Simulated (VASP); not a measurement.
# MnI3 (Pm-3m) in VASP: single point with PBE

Aim: the single point of MnI3 with PBE.

Program: VASP 6.6.1. These are calculated values, not measurements. Logs are shortened: lines on timing, memory, paths and dates and some standing lists are left out, and cuts for length are marked.

**1. The cell of the first run**

Symmetry: Pm-3m, No. 221, cubic system. Conventional cell: a = 5.578 Å, b = 5.578 Å, c = 5.578 Å, α = 90.00°, β = 90.00°, γ = 90.00°. Within 3.7 Å of Mn (site symmetry m-3m) lie 6 I at 2.79 Å. Within 3.7 Å of I (site symmetry 4/mmm) lie 2 Mn at 2.79 Å.

**2. Single point, PBE, collinear spin, ferromagnetic start**

The input, INCAR:

```
ALGO     = Normal         # electronic algorithm
EDIFF    = 1E-6           # SCF threshold, eV
ENCUT    = 520            # plane-wave cutoff, eV
GGA      = PE             # functional
ISIF     = 2              # what is computed and relaxed
ISMEAR   = 0              # smearing method
ISPIN    = 2              # spin polarisation
LASPH    = T              # aspherical terms in the spheres
LCHARG   = T              # write CHGCAR
LELF     = T              # ELF
LMAXMIX  = 4              # l up to which the mixer works
LORBIT   = 11             # projections on sites
LREAL    = F              # projectors in reciprocal space
LVHAR    = T            
LWAVE    = F              # write WAVECAR
MAGMOM   = 4.45 0 0 0     # initial moments
NBANDS   = 29             # bands
NELM     = 150            # most SCF steps
PREC     = Accurate       # precision mode
SIGMA    = 0.05           # smearing width, eV
```

The input, KPOINTS:

```
k-points
0
Gamma
  6 6 6
```

The input, POSCAR:

```
MnI3
1.0
    5.5775439773      0.0000000000      0.0000000000
    0.0000000000      5.5775439773      0.0000000000
    0.0000000000      0.0000000000      5.5775439773
Mn I
1 3
Direct
    0.0000000000      0.0000000000      0.0000000000
    0.5000000000      0.0000000000      0.0000000000
    0.0000000000      0.0000000000      0.5000000000
    0.0000000000      0.5000000000      0.0000000000
```

Potentials or basis: VASP PAW PBE potentials, release 64 (Mn_pv, I).

On the command line:

```console
$ cat potpaw_PBE.64/Mn_pv/POTCAR potpaw_PBE.64/I/POTCAR > POTCAR
$ mpirun -np 1 vasp_std > vasp.out
```

OUTCAR:

```text
EDIFF = 1E-6
   ENCUT = 520
   GGA = PE
   ISIF = 2
   ISMEAR = 0
   ISPIN = 2
   LASPH = T
   LORBIT = 11
   LREAL = F
   NELM = 150
   PREC = Accurate

 ion  position               nearest neighbor table
   1  0.000  0.000  0.000-   2 2.79   3 2.79   4 2.79   3 2.79   4 2.79   2 2.79
   2  0.500  0.000  0.000-   1 2.79   1 2.79
   3  0.000  0.000  0.500-   1 2.79   1 2.79
   4  0.000  0.500  0.000-   1 2.79   1 2.79

  LATTYP: Found a simple cubic cell.
 ALAT       =     5.5775439773

  Lattice vectors:

 A1 = (   5.5775439773,   0.0000000000,   0.0000000000)
 A2 = (   0.0000000000,   5.5775439773,   0.0000000000)
 A3 = (   0.0000000000,   0.0000000000,   5.5775439773)

Analysis of symmetry for initial positions (statically):
=====================================================================
 Subroutine PRICEL returns:
 Original cell was already a primitive cell.

 Routine SETGRP: Setting up the symmetry group for a
 simple cubic supercell.

 Subroutine GETGRP returns: Found 48 space group operations
 (whereof 48 operations were pure point group operations)
 out of a pool of 48 trial point group operations.

The static configuration has the point symmetry O_h .

Analysis of symmetry for dynamics (positions and initial velocities):
=====================================================================
 Subroutine PRICEL returns:
 Original cell was already a primitive cell.

 Routine SETGRP: Setting up the symmetry group for a
 simple cubic supercell.

 Subroutine GETGRP returns: Found 48 space group operations
 (whereof 48 operations were pure point group operations)
 out of a pool of 48 trial point group operations.

The dynamic configuration has the point symmetry O_h .

Analysis of structural, dynamic, and magnetic symmetry:
=====================================================================
 Subroutine PRICEL returns:
 Original cell was already a primitive cell.

 Routine SETGRP: Setting up the symmetry group for a
 simple cubic supercell.

 Subroutine GETGRP returns: Found 48 space group operations
 (whereof 48 operations were pure point group operations)
 out of a pool of 48 trial point group operations.

The overall configuration has the point symmetry O_h .

 Subroutine INISYM returns: Found 48 space group operations
 (whereof 48 operations are pure point group operations),
 and found     1 'primitive' translations

----------------------------------------------------------------------------------------

                                     Primitive cell

  volume of cell :     173.5118

  direct lattice vectors                    reciprocal lattice vectors
     5.577543977  0.000000000  0.000000000     0.179290384  0.000000000  0.000000000
     0.000000000  5.577543977  0.000000000     0.000000000  0.179290384  0.000000000
     0.000000000  0.000000000  5.577543977     0.000000000  0.000000000  0.179290384

  length of vectors
     5.577543977  5.577543977  5.577543977     0.179290384  0.179290384  0.179290384

  position of ions in fractional coordinates (direct lattice)
     0.000000000  0.000000000  0.000000000
     0.500000000  0.000000000  0.000000000
     0.000000000  0.000000000  0.500000000
     0.000000000  0.500000000  0.000000000

  ion indices of the primitive-cell ions
   primitive index   ion index
                 1           1
                 2           2
                 3           3
                 4           4

----------------------------------------------------------------------------------------

 KPOINTS: k-points

Automatic generation of k-mesh.
 Grid dimensions read from file:
 generate k-points for:    6    6    6

 Generating k-lattice:

  Cartesian coordinates                     Fractional coordinates (reciprocal lattice)
     0.029881731  0.000000000  0.000000000     0.166666667  0.000000000  0.000000000
     0.000000000  0.029881731  0.000000000     0.000000000  0.166666667  0.000000000
     0.000000000  0.000000000  0.029881731     0.000000000  0.000000000  0.166666667

  Length of vectors
     0.029881731  0.029881731  0.029881731

  Shift w.r.t. Gamma in fractional coordinates (k-lattice)
     0.000000000  0.000000000  0.000000000

 Subroutine IBZKPT returns following result:
 ===========================================

 Found     20 irreducible k-points:

 Following reciprocal coordinates:
            Coordinates               Weight
  0.000000  0.000000  0.000000      1.000000
  0.166667  0.000000  0.000000      6.000000
  0.333333  0.000000  0.000000      6.000000
  0.500000  0.000000  0.000000      3.000000
  0.166667  0.166667  0.000000     12.000000
  0.333333  0.166667  0.000000     24.000000
[... 12 lines left out ...]
  0.500000  0.500000  0.333333      6.000000
  0.500000  0.500000  0.500000      1.000000
   k-points           NKPTS =     20   k-points in BZ     NKDIM =     20   number of bands    NBANDS=     29
   number of dos      NEDOS =    301   number of ions     NIONS =      4
   total plane-waves  NPLWV =  74088
   dimension x,y,z NGX =    42 NGY =   42 NGZ =   42
   dimension x,y,z NGXF=    84 NGYF=   84 NGZF=   84
   ions per type =               1   3
   NGX,Y,Z   is equivalent  to a cutoff of  12.52, 12.52, 12.52 a.u.
   NGXF,Y,Z  is equivalent  to a cutoff of  25.04, 25.04, 25.04 a.u.
 SYSTEM =  unknown system
   PREC   = accura    normal or accurate (medium, high low for compatibility)
   ISTART =      0    job   : 0-new  1-cont  2-samecut
   ICHARG =      2    charge: 1-file 2-atom 10-const
   ISPIN  =      2    spin polarized calculation?
   LNONCOLLINEAR =      F non collinear calculations
   LSORBIT =      F    spin-orbit coupling
   LASPH  =      T    aspherical Exc in radial PAW
   ENCUT  =  520.0 eV  38.22 Ry    6.18 a.u.  10.37 10.37 10.37*2*pi/ulx,y,z
   NELM   =    150;   NELMIN=  2; NELMDL= -5     # of ELM steps
   EDIFF  = 0.1E-05   stopping-criterion for ELM
   LREAL  =      F    real-space projection
   EDIFFG = 0.1E-04   stopping-criterion for IOM
   NSW    =      0    number of steps for IOM
   IBRION =     -1    ionic relax: 0-MD 1-quasi-New 2-CG
   NFREE  =      0    steps in history (QN), initial steepest desc. (CG)
   ISIF   =      2    stress and relaxation
   ISYM   =      2    0-nonsym 1-usesym 2-fastsym
   POTIM  = 0.5000    time-step for ionic-motion
   TEBEG  =    0.0;   TEEND  =   0.0 temperature during run
   PSTRESS=    0.0 pullay stress
   NELECT =      34.0000    total number of electrons
   NUPDOWN=      -1.0000    fix difference up-down
   EMIN   =  10.00;   EMAX   =-10.00  energy-range for DOS
   EFERMI =   0.00;   METHOD = LEGACY
   ISMEAR =     0;   SIGMA  =   0.05  broadening in eV -4-tet -1-fermi 0-gaus
   EFERMI_NEDOS =   21; number of points for ismear=-14 and -15
   IALGO  =     38    algorithm
   IMIX   =      4    mixing-type and parameters
     AMIX     =   0.40;   BMIX     =  1.00
     AMIX_MAG =   1.60;   BMIX_MAG =  1.00
  volume/ion in A,a.u.               =      43.38       292.73
  Fermi-wavevector in a.u.,A,eV,Ry     =   0.950878  1.796899 12.301966  0.904169
  Thomas-Fermi vector in A             =   2.079296
   LORBIT       =     11    0 simple, 1 ext, 2 COOP (PROOUT), +10 PAW based schemes
   GGA     = PE    functional components
   LHFCALC =     F    Hartree Fock is set to
   AEXX    =    0.0000 exact exchange contribution
   IVDW    =     0    specifies the selected vdW correction
   LEPSILON=     F    determine dielectric tensor
   LRPA    =     F    only Hartree local field effects (RPA)
 spin polarized calculation
 Gauss-broadening in eV      SIGMA  =   0.05
  energy-cutoff  :      520.00
  volume of cell :      173.51
 maximum number of plane-waves:      4700
 NGX is ok and might be reduce to    42
   NGX = 21   NGY = 21   NGZ = 21

 number of electron      34.0000024 magnetization       4.5719013

 Free energy of the ion-electron system (eV)
  ---------------------------------------------------
  ext. energy  EPLUGINS =         0.00000000
  ---------------------------------------------------
  free energy    TOTEN  =       -14.23702199 eV

  energy without entropy =      -14.23334098  energy(sigma->0) =      -14.23518148

 E-fermi :   1.3061     XC(G=0):  -7.3727

 val. band max:        1.3054773591   @ k =   0.5000   0.5000   0.3333
 cond. band min:       1.3194318912   @ k =   0.5000   0.3333   0.0000
 fundamental gap:      0.0139545322
 Fermi energy:         1.3060944301

 spin component 1

 k-point     1 :       0.0000    0.0000    0.0000
  band No.  band energies     occupation
      1     -49.0471      1.00000
      2     -49.0471      1.00000
      3     -49.0471      1.00000
      4     -11.2242      1.00000
      5     -10.2066      1.00000
      6     -10.2066      1.00000
[... 21 lines left out ...]
     28      12.1220      0.00000
     29      12.1220      0.00000

 k-point     2 :       0.1667    0.0000    0.0000
  band No.  band energies     occupation
      1     -49.0471      1.00000
      2     -49.0471      1.00000
      3     -49.0471      1.00000
      4     -11.1684      1.00000
      5     -10.2584      1.00000
      6     -10.2046      1.00000
[... 21 lines left out ...]
     28      11.1131      0.00000
     29      11.2934      0.00000

 k-point     3 :       0.3333    0.0000    0.0000
  band No.  band energies     occupation
      1     -49.0471      1.00000
      2     -49.0471      1.00000
      3     -49.0471      1.00000
      4     -11.0283      1.00000
      5     -10.3909      1.00000
      6     -10.2008      1.00000
[... 509 lines left out ...]
      4     -10.4920      1.00000
      5     -10.4622      1.00000
      6     -10.4622      1.00000
[... 21 lines left out ...]
     28      10.1719      0.00000
     29      10.1719      0.00000

 k-point    20 :       0.5000    0.5000    0.5000
  band No.  band energies     occupation
      1     -49.0470      1.00000
      2     -49.0470      1.00000
      3     -49.0470      1.00000
      4     -10.4584      1.00000
      5     -10.4584      1.00000
      6     -10.4584      1.00000
[... 21 lines left out ...]
     28      10.1602      0.00000
     29      10.2977      0.00000
 Fermi energy:         1.3060944301

 spin component 2

 k-point     1 :       0.0000    0.0000    0.0000
  band No.  band energies     occupation
      1     -44.7798      1.00000
      2     -44.7798      1.00000
      3     -44.7798      1.00000
      4     -11.1261      1.00000
      5     -10.1207      1.00000
      6     -10.1207      1.00000
[... 21 lines left out ...]
     28      12.2644      0.00000
     29      12.2645      0.00000

 k-point     2 :       0.1667    0.0000    0.0000
  band No.  band energies     occupation
      1     -44.7798      1.00000
      2     -44.7798      1.00000
      3     -44.7798      1.00000
      4     -11.0717      1.00000
      5     -10.1760      1.00000
      6     -10.1187      1.00000
[... 21 lines left out ...]
     28      11.4044      0.00000
     29      11.4044      0.00000

 k-point     3 :       0.3333    0.0000    0.0000
  band No.  band energies     occupation
      1     -44.7798      1.00000
      2     -44.7798      1.00000
      3     -44.7797      1.00000
      4     -10.9337      1.00000
      5     -10.3161      1.00000
      6     -10.1149      1.00000
[... 510 lines left out ...]
      5     -10.3938      1.00000
      6     -10.3938      1.00000
[... 21 lines left out ...]
     28      10.2790      0.00000
     29      10.2790      0.00000

 k-point    20 :       0.5000    0.5000    0.5000
  band No.  band energies     occupation
      1     -44.7797      1.00000
      2     -44.7797      1.00000
      3     -44.7797      1.00000
      4     -10.3900      1.00000
      5     -10.3900      1.00000
      6     -10.3900      1.00000
[... 21 lines left out ...]
     28      10.5124      0.00000
     29      10.5124      0.00000

------------------------ aborting loop because EDIFF is reached ----------------------------------------

  FORCE on cell =-STRESS in cart. coord.  units (eV):
  Direction    XX          YY          ZZ          XY          YZ          ZX
  --------------------------------------------------------------------------------------
  -------------------------------------------------------------------------------------
  Total        0.0133127      0.0133127      0.0133127      0.0000000      0.0000000     -0.0000000
  in kB        0.1229274      0.1229274      0.1229274      0.0000000      0.0000000     -0.0000000
  external PRESSURE =       0.1229274 kB  Pullay stress =       0.0000000 kB

 VOLUME and BASIS-vectors are now :
 -----------------------------------------------------------------------------
  energy-cutoff  :      520.00
  volume of cell :      173.51
      direct lattice vectors                 reciprocal lattice vectors
     5.577543977  0.000000000  0.000000000     0.179290384  0.000000000  0.000000000
     0.000000000  5.577543977  0.000000000     0.000000000  0.179290384  0.000000000
     0.000000000  0.000000000  5.577543977     0.000000000  0.000000000  0.179290384

 POSITION                                       TOTAL-FORCE (eV/Angst)
 -----------------------------------------------------------------------------------
      0.00000      0.00000      0.00000         0.000000      0.000000      0.000000
      2.78877      0.00000      0.00000         0.000000      0.000000      0.000000
      0.00000      0.00000      2.78877         0.000000      0.000000      0.000000
      0.00000      2.78877      0.00000         0.000000      0.000000      0.000000
 -----------------------------------------------------------------------------------
    total drift:                               -0.000000     -0.000000     -0.000000

  FREE ENERGIE OF THE ION-ELECTRON SYSTEM (eV)
  ---------------------------------------------------
  free  energy   TOTEN  =       -14.2370219877 eV

  energy  without entropy=      -14.2333409786  energy(sigma->0) =      -14.23518148

 total charge

# of ion       s       p       d       tot
------------------------------------------
    1        0.232   6.165   4.916  11.312
    2        1.513   2.749   0.016   4.278
    3        1.513   2.749   0.016   4.278
    4        1.513   2.749   0.016   4.278
--------------------------------------------------
tot          4.772  14.412   4.964  24.147

 magnetization (x)

# of ion       s       p       d       tot
------------------------------------------
    1        0.047   0.032   3.927   4.006
    2        0.010   0.049   0.005   0.064
    3        0.010   0.049   0.005   0.064
    4        0.010   0.049   0.005   0.064
--------------------------------------------------
tot          0.076   0.178   3.943   4.197
```

Wall time 5 min (1 thread of Oxide Virtual Turin-like, shared host); peak memory 0.36 GiB.

Results:

```yaml
Free_energy: -14.2370 eV
Pressure: 0.0 GPa
Net_moment: 4.57 μB per cell
Site_moments: Mn +4.01; I +0.06 μB
Valence_electrons_inside_the_program's_atomic_spheres: Mn 11.31; I 4.28
```

Caveat: spin-orbit coupling is left out, which moves the levels of the heavy elements; semilocal functionals often make such compounds metallic where correlation or magnetic order opens a gap, which also shifts bond lengths.
